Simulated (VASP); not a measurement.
CoSi:

```
Co Si
1.0
     2.78133    0.00000    0.00000
     0.00000    2.78133    0.00000
     0.00000    0.00000    2.78133
Co Si
1 1
Direct
  0.00000 0.00000 0.00000
  0.50000 0.50000 0.50000
```

Base run:

- Program: VASP 6.6.1
- Functional: PBE
- Potentials or basis: VASP PAW PBE potentials, release 64 (Co, Si)
- Cutoff: 520 eV
- k mesh: 14 × 14 × 14
- Occupations: fermi-dirac, width 0.03 eV
- Spin: collinear spin, ferromagnetic start
- Starting moments: [0.84, 0.0] μB
- Fixed moment: 0.84 μB

Its results: pressure 2.4 GPa; site moments Co +0.80; Si +0.04 μB.

The run is repeated on the same cell with these changes: fixed moment from 0.84 μB to 0.43 μB; moments at the start from [0.84, 0.0] to [0.43, 0.0]. What comes out?

Pressure 0.1 GPa; site moments Co +0.44; Si +0.01 μB.

Caveats: the total moment is fixed, so each spin has its own Fermi level.
